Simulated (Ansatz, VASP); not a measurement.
**AlN in VASP and in Ansatz**

```xyz
2
Lattice="0.0000 1.9780 2.0373 1.9780 0.0000 2.0373 1.9780 1.9780 0.0000" Properties=species:S:1:pos:R:3 pbc="T T T"
Al    0.0000    0.0000    0.0000
N     1.9780    1.9780    2.0373
```

Change from the starting cell: zz strain of +3 %, crystal datasets.

Alike in both runs: task electric field gradients; functional LDA; k mesh 10 × 10 × 10; occupations fermi-dirac, width 0.02 eV; no spin polarisation.

|  | VASP | Ansatz |
| --- | --- | --- |
| version | VASP 6.6.1 | Ansatz 0.2.0 |
| potentials or method | VASP PAW LDA potentials, release 64 (Al, N), cutoff 520 eV | all-electron PAW with datasets made for the crystal, scalar-relativistic |

VASP gave:

| Property | Result |
| --- | --- |
| gap on the k mesh at the Fermi level (eV) | 4.59 |
| pressure (GPa) | 4.5 |
| traceless stress, the component that is largest in VASP (GPa) | -6.41 |
| size of Vzz on the site where it differs most (V/Å²) | 11.6 |

Question: What did Ansatz give for the same quantities?

Answer: gap on the k mesh at the Fermi level (eV): 4.58; pressure (GPa): 3.9; traceless stress, the component that is largest in VASP (GPa): -6.26; size of Vzz on the site where it differs most (V/Å²): 11.1.

LDA's correlation is that of Perdew and Zunger in VASP and of Perdew and Wang (1992) in Ansatz. Ansatz ran all-electron here, and VASP with PAW potentials.
